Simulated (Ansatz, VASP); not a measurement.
## GaAs in VASP and in Ansatz

```
Ga As
1.0
     0.00000    2.80154    2.80154
     2.80154    0.00000    2.80154
     2.80154    2.80154    0.00000
Ga As
1 1
Direct
  0.00000 0.00000 0.00000
  0.75000 0.75000 0.75000
```

Alike in both runs: functional LDA; k mesh 10 × 10 × 10; occupations gaussian, width 0.1 eV; no spin polarisation.

Ansatz relaxed the structure, and its values are those at the end. VASP's run is a single point on that final structure, the one shown.

|  | VASP | Ansatz |
| --- | --- | --- |
| version | VASP 6.6.1 | Ansatz 0.2.0 |
| potentials or method | VASP PAW LDA potentials, release 64 (Ga_d, As), cutoff 520 eV | scalar-relativistic, plane waves, PAW |
| valence electrons in the cell | 18 | 28 |

Ansatz gave:

| Quantity | Value |
| --- | --- |
| gap on the k mesh at the Fermi level (eV) | 0.49 |
| least direct gap on the mesh (eV) | 0.49 |
| pressure (GPa) | 0.0 |

Q: Which values does VASP return?

A: gap on the k mesh at the Fermi level (eV): 0.54; least direct gap on the mesh (eV): 0.54; pressure (GPa): 0.3.

Ansatz warns that its potentials were made for another functional, while VASP's fit it. LDA's correlation is that of Perdew and Zunger in VASP and of Perdew and Wang (1992) in Ansatz. VASP's potentials hold 18 valence electrons a cell and Ansatz's 28, so a difference there can come from the potentials and not from the codes.
